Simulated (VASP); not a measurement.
# Sc3Hg (Pm-3m) in VASP: single point with LDA

Aim: the single point of Sc3Hg with LDA.

All numbers are computed with VASP 6.6.1; they aren't measurements. Logs are shortened: lines on timing, memory, paths and dates and some standing lists are left out, and cuts for length are marked.

## 1. The cell of the first run

The structure is cubic, space group Pm-3m (No. 221). Conventional cell: a = 4.465 Å, b = 4.465 Å, c = 4.465 Å, α = 90.00°, β = 90.00°, γ = 90.00°. Sc (site symmetry 4/mmm) has 8 Sc at 3.16 Å and 4 Hg at 3.16 Å within 4.2 Å. Hg (site symmetry m-3m) has 12 Sc at 3.16 Å within 4.2 Å.

## 2. Single point, LDA

Contents of INCAR:

```
PREC = Accurate ; ENCUT = 520
EDIFF = 1E-6 ; ISMEAR = -1
SIGMA = 0.05 ; LREAL = F
LASPH = T ; NELM = 80
ALGO = Normal ; ISIF = 2
LWAVE = F ; LCHARG = F
NBANDS = 30
```

Contents of KPOINTS:

```
regular mesh
0
Gamma
  5 5 5
```

Contents of POSCAR:

```
Sc3Hg
1.0
    4.4646510000      0.0000000000      0.0000000000
    0.0000000000      4.4646510000      0.0000000000
    0.0000000000      0.0000000000      4.4646510000
Sc Hg
3 1
Direct
    0.0000000000      0.5000000000      0.5000000000
    0.5000000000      0.0000000000      0.5000000000
    0.5000000000      0.5000000000      0.0000000000
    0.0000000000      0.0000000000      0.0000000000
```

Potentials or basis: VASP PAW LDA potentials, release 64 (Sc_sv, Hg).

Command:

```console
cat potpaw_LDA.64/Sc_sv/POTCAR potpaw_LDA.64/Hg/POTCAR > POTCAR
mpirun -np 1 vasp_std > vasp.out
```

OUTCAR:

```text
PREC = Accurate
   ENCUT = 520
   EDIFF = 1E-6
   ISMEAR = -1
   LREAL = F
   LASPH = T
   NELM = 80
   ISIF = 2

 ion  position               nearest neighbor table
   1  0.000  0.500  0.500-   2 3.16   3 3.16   4 3.16   3 3.16   4 3.16   2 3.16   4 3.16   4 3.16
                             2 3.16   3 3.16   3 3.16   2 3.16
   2  0.500  0.000  0.500-   1 3.16   3 3.16   4 3.16   3 3.16   4 3.16   1 3.16   3 3.16   3 3.16
                             1 3.16   4 3.16   4 3.16   1 3.16
   3  0.500  0.500  0.000-   1 3.16   2 3.16   4 3.16   1 3.16   2 3.16   2 3.16   4 3.16   2 3.16
                             1 3.16   4 3.16   1 3.16   4 3.16
   4  0.000  0.000  0.000-   1 3.16   2 3.16   3 3.16   1 3.16   2 3.16   1 3.16   3 3.16   1 3.16
                             2 3.16   3 3.16   2 3.16   3 3.16

  LATTYP: Found a simple cubic cell.
 ALAT       =     4.4646510000

  Lattice vectors:

 A1 = (   4.4646510000,   0.0000000000,   0.0000000000)
 A2 = (   0.0000000000,   4.4646510000,   0.0000000000)
 A3 = (   0.0000000000,   0.0000000000,   4.4646510000)

Analysis of symmetry for initial positions (statically):
=====================================================================
 Subroutine PRICEL returns:
 Original cell was already a primitive cell.

 Routine SETGRP: Setting up the symmetry group for a
 simple cubic supercell.

 Subroutine GETGRP returns: Found 48 space group operations
 (whereof 48 operations were pure point group operations)
 out of a pool of 48 trial point group operations.

The static configuration has the point symmetry O_h .

Analysis of symmetry for dynamics (positions and initial velocities):
=====================================================================
 Subroutine PRICEL returns:
 Original cell was already a primitive cell.

 Routine SETGRP: Setting up the symmetry group for a
 simple cubic supercell.

 Subroutine GETGRP returns: Found 48 space group operations
 (whereof 48 operations were pure point group operations)
 out of a pool of 48 trial point group operations.

The dynamic configuration has the point symmetry O_h .

 Subroutine INISYM returns: Found 48 space group operations
 (whereof 48 operations are pure point group operations),
 and found     1 'primitive' translations

----------------------------------------------------------------------------------------

                                     Primitive cell

  volume of cell :      88.9944

  direct lattice vectors                    reciprocal lattice vectors
     4.464651000  0.000000000  0.000000000     0.223981673  0.000000000  0.000000000
     0.000000000  4.464651000  0.000000000     0.000000000  0.223981673  0.000000000
     0.000000000  0.000000000  4.464651000     0.000000000  0.000000000  0.223981673

  length of vectors
     4.464651000  4.464651000  4.464651000     0.223981673  0.223981673  0.223981673

  position of ions in fractional coordinates (direct lattice)
     0.000000000  0.500000000  0.500000000
     0.500000000  0.000000000  0.500000000
     0.500000000  0.500000000  0.000000000
     0.000000000  0.000000000  0.000000000

  ion indices of the primitive-cell ions
   primitive index   ion index
                 1           1
                 2           2
                 3           3
                 4           4

----------------------------------------------------------------------------------------

 KPOINTS: regular mesh

Automatic generation of k-mesh.
 Grid dimensions read from file:
 generate k-points for:    5    5    5

 Generating k-lattice:

  Cartesian coordinates                     Fractional coordinates (reciprocal lattice)
     0.044796335  0.000000000  0.000000000     0.200000000  0.000000000  0.000000000
     0.000000000  0.044796335  0.000000000     0.000000000  0.200000000  0.000000000
     0.000000000  0.000000000  0.044796335     0.000000000  0.000000000  0.200000000

  Length of vectors
     0.044796335  0.044796335  0.044796335

  Shift w.r.t. Gamma in fractional coordinates (k-lattice)
     0.000000000  0.000000000  0.000000000

 Subroutine IBZKPT returns following result:
 ===========================================

 Found     10 irreducible k-points:

 Following reciprocal coordinates:
            Coordinates               Weight
  0.000000  0.000000  0.000000      1.000000
  0.200000  0.000000  0.000000      6.000000
  0.400000  0.000000  0.000000      6.000000
  0.200000  0.200000  0.000000     12.000000
  0.400000  0.200000  0.000000     24.000000
  0.400000  0.400000  0.000000     12.000000
  0.200000  0.200000  0.200000      8.000000
  0.400000  0.200000  0.200000     24.000000
  0.400000  0.400000  0.200000     24.000000
  0.400000  0.400000  0.400000      8.000000
   k-points           NKPTS =     10   k-points in BZ     NKDIM =     10   number of bands    NBANDS=     30
   number of dos      NEDOS =    301   number of ions     NIONS =      4
   total plane-waves  NPLWV =  46656
   dimension x,y,z NGX =    36 NGY =   36 NGZ =   36
   dimension x,y,z NGXF=    72 NGYF=   72 NGZF=   72
   ions per type =               3   1
   NGX,Y,Z   is equivalent  to a cutoff of  13.40, 13.40, 13.40 a.u.
   NGXF,Y,Z  is equivalent  to a cutoff of  26.81, 26.81, 26.81 a.u.
 SYSTEM =  unknown system
   PREC   = accura    normal or accurate (medium, high low for compatibility)
   ISTART =      0    job   : 0-new  1-cont  2-samecut
   ICHARG =      2    charge: 1-file 2-atom 10-const
   ISPIN  =      1    spin polarized calculation?
   LNONCOLLINEAR =      F non collinear calculations
   LSORBIT =      F    spin-orbit coupling
   LASPH  =      T    aspherical Exc in radial PAW
   ENCUT  =  520.0 eV  38.22 Ry    6.18 a.u.   8.30  8.30  8.30*2*pi/ulx,y,z
   NELM   =     80;   NELMIN=  2; NELMDL= -5     # of ELM steps
   EDIFF  = 0.1E-05   stopping-criterion for ELM
   LREAL  =      F    real-space projection
   EDIFFG = 0.1E-04   stopping-criterion for IOM
   NSW    =      0    number of steps for IOM
   IBRION =     -1    ionic relax: 0-MD 1-quasi-New 2-CG
   NFREE  =      0    steps in history (QN), initial steepest desc. (CG)
   ISIF   =      2    stress and relaxation
   ISYM   =      2    0-nonsym 1-usesym 2-fastsym
   POTIM  = 0.5000    time-step for ionic-motion
   TEBEG  =    0.0;   TEEND  =   0.0 temperature during run
   PSTRESS=    0.0 pullay stress
   NELECT =      45.0000    total number of electrons
   NUPDOWN=      -1.0000    fix difference up-down
   EMIN   =  10.00;   EMAX   =-10.00  energy-range for DOS
   EFERMI =   0.00;   METHOD = LEGACY
   ISMEAR =    -1;   SIGMA  =   0.05  broadening in eV -4-tet -1-fermi 0-gaus
   EFERMI_NEDOS =   21; number of points for ismear=-14 and -15
   IALGO  =     38    algorithm
   IMIX   =      4    mixing-type and parameters
     AMIX     =   0.40;   BMIX     =  1.00
     AMIX_MAG =   1.60;   BMIX_MAG =  1.00
  volume/ion in A,a.u.               =      22.25       150.14
  Fermi-wavevector in a.u.,A,eV,Ry     =   1.304242  2.464660 23.144149  1.701047
  Thomas-Fermi vector in A             =   2.435191
   LORBIT       =      0    0 simple, 1 ext, 2 COOP (PROOUT), +10 PAW based schemes
   GGA     = CA    functional components
   LHFCALC =     F    Hartree Fock is set to
   AEXX    =    0.0000 exact exchange contribution
   IVDW    =     0    specifies the selected vdW correction
   LEPSILON=     F    determine dielectric tensor
   LRPA    =     F    only Hartree local field effects (RPA)
 non-spin polarized calculation
  energy-cutoff  :      520.00
  volume of cell :       88.99
 maximum number of plane-waves:      2425
 NGX is ok and might be reduce to    36
   NGX = 17   NGY = 17   NGZ = 17

 number of electron      44.9999993 magnetization

 Free energy of the ion-electron system (eV)
  ---------------------------------------------------
  ext. energy  EPLUGINS =         0.00000000
  ---------------------------------------------------
  free energy    TOTEN  =       -22.32471475 eV

  energy without entropy =      -22.26820495  energy(sigma->0) =      -22.29645985

 E-fermi :   4.0126     XC(G=0): -10.8067

 val. band max:        3.9772492261   @ k =   0.4000   0.4000   0.2000
 cond. band min:       4.0437088323   @ k =   0.2000   0.2000   0.0000
 fundamental gap:      0.0664596062
 Fermi energy:         4.0125990627

 k-point     1 :       0.0000    0.0000    0.0000
  band No.  band energies     occupation
      1     -45.0274      2.00000
      2     -44.9326      2.00000
      3     -44.9326      2.00000
      4     -24.1524      2.00000
      5     -24.1524      2.00000
      6     -24.1524      2.00000
[... 22 lines left out ...]
     29       6.5430      0.00000
     30       6.5432      0.00000

 k-point     2 :       0.2000    0.0000    0.0000
  band No.  band energies     occupation
      1     -45.0194      2.00000
      2     -44.9406      2.00000
      3     -44.9326      2.00000
      4     -24.1325      2.00000
      5     -24.1325      2.00000
      6     -24.1213      2.00000
[... 22 lines left out ...]
     29       6.8003      0.00000
     30       6.8791      0.00000

 k-point     3 :       0.4000    0.0000    0.0000
  band No.  band energies     occupation
      1     -45.0008      2.00000
      2     -44.9590      2.00000
      3     -44.9324      2.00000
      4     -24.0911      2.00000
      5     -24.0911      2.00000
      6     -24.0379      2.00000
[... 22 lines left out ...]
     29       6.2627      0.00000
     30       6.3988      0.00000

 k-point     4 :       0.2000    0.2000    0.0000
  band No.  band energies     occupation
      1     -45.0121      2.00000
      2     -44.9434      2.00000
      3     -44.9368      2.00000
      4     -24.1453      2.00000
      5     -24.1118      2.00000
      6     -24.0694      2.00000
[... 154 lines left out ...]
     29       6.2470      0.00000
     30       6.4678      0.00000

 k-point     9 :       0.4000    0.4000    0.2000
  band No.  band energies     occupation
      1     -44.9766      2.00000
      2     -44.9607      2.00000
      3     -44.9540      2.00000
      4     -24.1858      2.00000
      5     -24.1095      2.00000
      6     -24.0523      2.00000
[... 22 lines left out ...]
     29       6.3662      0.00000
     30       6.4415      0.00000

 k-point    10 :       0.4000    0.4000    0.4000
  band No.  band energies     occupation
      1     -44.9697      2.00000
      2     -44.9606      2.00000
      3     -44.9606      2.00000
      4     -24.2483      2.00000
      5     -24.1106      2.00000
      6     -24.1075      2.00000
[... 22 lines left out ...]
     29       6.4782      0.00000
     30       6.5521      0.00000

------------------------ aborting loop because EDIFF is reached ----------------------------------------

  FORCE on cell =-STRESS in cart. coord.  units (eV):
  Direction    XX          YY          ZZ          XY          YZ          ZX
  --------------------------------------------------------------------------------------
  -------------------------------------------------------------------------------------
  Total       -2.9293132     -2.9293132     -2.9293132     -0.0000000     -0.0000000      0.0000000
  in kB      -52.7368089    -52.7368089    -52.7368089     -0.0000000     -0.0000000      0.0000000
  external PRESSURE =     -52.7368089 kB  Pullay stress =       0.0000000 kB

 VOLUME and BASIS-vectors are now :
 -----------------------------------------------------------------------------
  energy-cutoff  :      520.00
  volume of cell :       88.99
      direct lattice vectors                 reciprocal lattice vectors
     4.464651000  0.000000000  0.000000000     0.223981673  0.000000000  0.000000000
     0.000000000  4.464651000  0.000000000     0.000000000  0.223981673  0.000000000
     0.000000000  0.000000000  4.464651000     0.000000000  0.000000000  0.223981673

 POSITION                                       TOTAL-FORCE (eV/Angst)
 -----------------------------------------------------------------------------------
      0.00000      2.23233      2.23233         0.000000      0.000000      0.000000
      2.23233      0.00000      2.23233         0.000000      0.000000      0.000000
      2.23233      2.23233      0.00000         0.000000      0.000000      0.000000
      0.00000      0.00000      0.00000         0.000000      0.000000      0.000000
 -----------------------------------------------------------------------------------
    total drift:                                0.000000      0.000000      0.000000

  FREE ENERGIE OF THE ION-ELECTRON SYSTEM (eV)
  ---------------------------------------------------
  free  energy   TOTEN  =       -22.3247147536 eV

  energy  without entropy=      -22.2682049479  energy(sigma->0) =      -22.29645985
```

Run time: 51 s. Hardware: 1 thread of Intel Xeon 8259CL, shared host; peak memory 0.18 GiB.

What came out:

| Quantity | Value |
| --- | --- |
| Free energy | -22.3247 eV |
| Pressure | -5.3 GPa |
| Band gap on the k mesh | zero (an odd number of electrons rules out a gap without spin polarisation) |

Levels at points of the mesh, in eV from the Fermi level:
```
           k point  band 20  band 21  band 22  band 23  band 24  band 25
(0.00, 0.00, 0.00)    -0.15    -0.15    -0.15    -0.10    -0.10     1.32
```

Caveat: the cell stands under tension; spin-orbit coupling is left out, which moves the levels of the heavy elements.
